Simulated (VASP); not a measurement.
# GaP (F-43m) in VASP: settings compared, part 2 of 2

VASP 6.6.1. Earlier steps stand in the parts before.

## Step 3: Single point, r2SCAN-based global hybrid with 10 % exact exchange

File POSCAR:

```
GaP
1.0
    0.0000000000      2.7252500000      2.7252500000
    2.7252500000      0.0000000000      2.7252500000
    2.7252500000      2.7252500000      0.0000000000
Ga P
1 1
Direct
    0.0000000000      0.0000000000      0.0000000000
    0.7500000000      0.7500000000      0.7500000000
```

File INCAR.step1:

```
SYSTEM = GaP
  PREC = Accurate
  ENCUT = 520
  EDIFF = 1E-5
  ISMEAR = -1
  SIGMA = 0.05
  LREAL = .False.
  LASPH = .True.
  NELM = 80
  ALGO = Normal
  ISIF = 2
  LWAVE = .True.
  GGA = PE
  NBANDS = 16
```

File INCAR.step2:

```
SYSTEM = GaP
  PREC = Accurate
  ENCUT = 520
  EDIFF = 1E-6
  ISMEAR = -1
  SIGMA = 0.05
  LREAL = .False.
  LASPH = .True.
  NELM = 80
  ALGO = Normal
  ISIF = 2
  LWAVE = .False.
  LCHARG = .True.
  METAGGA = R2SCAN
  LHFCALC = .True.
  AEXX = 0.1
  LMIXTAU = .True.
  PRECFOCK = Normal
  LELF = .True.
  LVHAR = .True.
  ISTART = 1
  NBANDS = 16
```

File KPOINTS:

```
Automatic mesh
0
Gamma
  5 5 5
  0 0 0
```

Potentials or basis: VASP PAW PBE potentials, release 64 (Ga_d, P).

Command:

```sh
$ cat potpaw_PBE.64/Ga_d/POTCAR potpaw_PBE.64/P/POTCAR > POTCAR
$ cp INCAR.step1 INCAR
$ mpirun -np 1 vasp_std > vasp.out
$ cp INCAR.step2 INCAR
$ mpirun -np 1 vasp_std > vasp.out
```

OUTCAR:

```text
SYSTEM = GaP
   PREC = Accurate
   ENCUT = 520
   EDIFF = 1E-6
   ISMEAR = -1
   LREAL = .False.
   LASPH = .True.
   NELM = 80
   ISIF = 2
   METAGGA = R2SCAN
   LHFCALC = .True.
   AEXX = 0.1
   PRECFOCK = Normal
   ISTART = 1

 ion  position               nearest neighbor table
   1  0.000  0.000  0.000-   2 2.36   2 2.36   2 2.36   2 2.36
   2  0.750  0.750  0.750-   1 2.36   1 2.36   1 2.36   1 2.36

  LATTYP: Found a face centered cubic cell.
 ALAT       =     5.4505000000

[... 369 lines left out ...]

------------------------ aborting loop because EDIFF is reached ----------------------------------------

  FORCE on cell =-STRESS in cart. coord.  units (eV):
  Direction    XX          YY          ZZ          XY          YZ          ZX
  --------------------------------------------------------------------------------------
  -------------------------------------------------------------------------------------
  Total       -0.0730555     -0.0730555     -0.0730555     -0.0000000     -0.0000000     -0.0000000
  in kB       -2.8914417     -2.8914417     -2.8914417     -0.0000000     -0.0000000     -0.0000000
  external PRESSURE =      -2.8914417 kB  Pullay stress =       0.0000000 kB

 VOLUME and BASIS-vectors are now :
 -----------------------------------------------------------------------------
  energy-cutoff  :      520.00
  volume of cell :       40.48
      direct lattice vectors                 reciprocal lattice vectors
     0.000000000  2.725250000  2.725250000    -0.183469406  0.183469406  0.183469406
     2.725250000  0.000000000  2.725250000     0.183469406 -0.183469406  0.183469406
     2.725250000  2.725250000  0.000000000     0.183469406  0.183469406 -0.183469406

 POSITION                                       TOTAL-FORCE (eV/Angst)
 -----------------------------------------------------------------------------------
      0.00000      0.00000      0.00000        -0.000000     -0.000000     -0.000000
      4.08788      4.08788      4.08788         0.000000      0.000000      0.000000
 -----------------------------------------------------------------------------------
    total drift:                               -0.000082     -0.000015     -0.000038

  FREE ENERGIE OF THE ION-ELECTRON SYSTEM (eV)
  ---------------------------------------------------
  free  energy   TOTEN  =       -21.2669854192 eV

  energy  without entropy=      -21.2669854192  energy(sigma->0) =      -21.26698542
```

OUTCAR.step1:

```text
SYSTEM = GaP
   PREC = Accurate
   ENCUT = 520
   EDIFF = 1E-5
   ISMEAR = -1
   LREAL = .False.
[... 395 lines left out ...]
      0.00000      0.00000      0.00000        -0.000000     -0.000000     -0.000000
      4.08788      4.08788      4.08788         0.000000      0.000000      0.000000
 -----------------------------------------------------------------------------------
    total drift:                               -0.000002     -0.000002     -0.000002

  FREE ENERGIE OF THE ION-ELECTRON SYSTEM (eV)
  ---------------------------------------------------
  free  energy   TOTEN  =        -9.0727158919 eV

  energy  without entropy=       -9.0727158777  energy(sigma->0) =       -9.07271588
```

OSZICAR.step1:

```text
N       E                     dE             d eps       ncg     rms          rms(c)
DAV:   1     0.723850035410E+02    0.72385E+02   -0.92227E+03   344   0.162E+03
DAV:   2    -0.370623443715E+01   -0.76091E+02   -0.72088E+02   368   0.301E+02
DAV:   3    -0.926381603610E+01   -0.55576E+01   -0.55377E+01   384   0.634E+01
DAV:   4    -0.935150101805E+01   -0.87685E-01   -0.87664E-01   416   0.843E+00
DAV:   5    -0.935282313636E+01   -0.13221E-02   -0.13221E-02   384   0.844E-01    0.426E+00
DAV:   6    -0.910006867195E+01    0.25275E+00   -0.38778E-01   488   0.106E+01    0.283E+00
DAV:   7    -0.907157999042E+01    0.28489E-01   -0.10053E-01   392   0.212E+00    0.113E+00
DAV:   8    -0.907209691580E+01   -0.51693E-03   -0.14062E-02   368   0.142E+00    0.210E-01
DAV:   9    -0.907255833806E+01   -0.46142E-03   -0.13808E-03   368   0.499E-01    0.807E-02
DAV:  10    -0.907263828317E+01   -0.79945E-04   -0.11978E-04   488   0.124E-01    0.401E-02
DAV:  11    -0.907271628005E+01   -0.77997E-04   -0.10476E-04   352   0.823E-02    0.550E-03
DAV:  12    -0.907271589189E+01    0.38816E-06   -0.25161E-06   288   0.201E-02
   1 F= -.90727159E+01 E0= -.90727159E+01  d E =-.141850E-07
```

Wall time 19 min (1 thread of Intel Xeon Platinum 8175M at 2.50GHz (Skylake/Cascade Lake), shared host); peak memory 0.19 GiB.

Results:

```yaml
Free_energy: -21.2670 eV
Pressure: -0.3 GPa
Band_gap_on_the_k_mesh: 2.36 eV (least direct gap 2.91 eV)
```

Caveat: the PAW data sets were made with another functional, which shifts forces and pressure a little; an odd mesh through Γ misses points on the zone boundary, where band edges can lie.

## Step 4: Single point, r2SCAN-based global hybrid with 15 % exact exchange

POSCAR is that of step 3.

File INCAR.step1:

```
SYSTEM = GaP
PREC = Accurate
ENCUT = 520
EDIFF = 1E-5
ISMEAR = -1
SIGMA = 0.05
LREAL = .FALSE.
LASPH = .TRUE.
NELM = 100
ALGO = Normal
ISIF = 2
LWAVE = .TRUE.
LCHARG = .FALSE.
GGA = PE
NBANDS = 16
```

File INCAR.step2:

```
SYSTEM = GaP
PREC = Accurate
ENCUT = 520
EDIFF = 1E-7
ISMEAR = -1
SIGMA = 0.05
LREAL = .FALSE.
LASPH = .TRUE.
NELM = 100
ALGO = Normal
ISIF = 2
LWAVE = .FALSE.
LCHARG = .FALSE.
METAGGA = R2SCAN
LHFCALC = .TRUE.
AEXX = 0.15
LMIXTAU = .TRUE.
PRECFOCK = Normal
ISTART = 1
NBANDS = 16
```

File KPOINTS:

```
regular mesh
0
G
  5 5 5
  0 0 0
```

Command:

```sh
$ cat potpaw_PBE.64/Ga_d/POTCAR potpaw_PBE.64/P/POTCAR > POTCAR
$ cp INCAR.step1 INCAR
$ mpirun -np 1 vasp_std > vasp.out
$ cp INCAR.step2 INCAR
$ mpirun -np 1 vasp_std > vasp.out
```

It took 30 min on 1 thread of Intel Xeon Platinum 8175M at 2.50GHz (Skylake/Cascade Lake), shared host; peak memory 0.18 GiB.

It converged, with:

```yaml
Free_energy: -21.1942 eV
Pressure: -0.5 GPa
Band_gap_on_the_k_mesh: 2.61 eV (least direct gap 3.20 eV)
```

Levels at points of the mesh, in eV from the valence-band top:
| k point | band 5 | band 6 | band 7 | band 8 | band 9 | band 10 | band 11 | band 12 | band 13 | band 14 |
| --- | --- | --- | --- | --- | --- | --- | --- | --- | --- | --- |
| (0.00, 0.00, 0.00) | -16.37 | -13.72 | 0.00 | 0.00 | 0.00 | 3.20 | 5.06 | 5.06 | 5.06 | 10.36 |

Caveat: the PAW data sets were made with another functional, which shifts forces and pressure a little; an odd mesh through Γ misses points on the zone boundary, where band edges can lie.

## Step 5: Overview

```tsv
level	spin	k mesh	grid for exact exchange (PRECFOCK)	share of exact exchange	gap on the mesh (eV)	pressure (GPa)
PBEsol	non-collinear, zero start, SOC	8 × 8 × 8	-	-	-	-0.7
r2SCAN-based global hybrid with 10 % exact exchange	off	5 × 5 × 5	Normal	0.1	2.36	-0.3
r2SCAN-based global hybrid with 15 % exact exchange	off	5 × 5 × 5	Normal	0.15	2.61	-0.5
```

Alike in all rows: task single point; potentials or basis VASP PAW PBE potentials, release 64 (Ga_d, P); cell as given; cutoff (eV) 520; smearing fermi-dirac 0.05 eV.

The pressure there spans -0.7 GPa (PBEsol) to -0.3 GPa (r2SCAN-based global hybrid with 10 % exact exchange); a positive pressure means that this level wants a larger cell, a negative one a smaller.

Caveats: the PAW data sets were made with another functional, which shifts forces and pressure a little; an odd mesh through Γ misses points on the zone boundary, where band edges can lie (at least some runs).

Absolute energies hang on the potentials; compare differences alone.

## Step 6: Comparison with measurements

Step 3. A measured gap of GaP is 2.34 eV (indirect; 10 K; quoted in “Stacking defects in GaP nanowires: Electronic structure and optical properties”, 2018, arxiv:1810.01194); the calculated 2.36 eV misses it by +0.02 eV. Spin-orbit coupling on Ga is left out. The value is that of r2SCAN-based global hybrid with 10 % exact exchange on a finite k mesh, which can miss the band edges, without temperature or zero-point motion.

Step 4. Measured gap of GaP: 2.34 eV (indirect; 10 K; quoted in “Stacking defects in GaP nanowires: Electronic structure and optical properties”, 2018, arxiv:1810.01194). This calculation gives 2.61 eV (+0.27 eV). Spin-orbit coupling on Ga is left out. The value is that of r2SCAN-based global hybrid with 15 % exact exchange on a finite k mesh, which can miss the band edges, without temperature or zero-point motion.
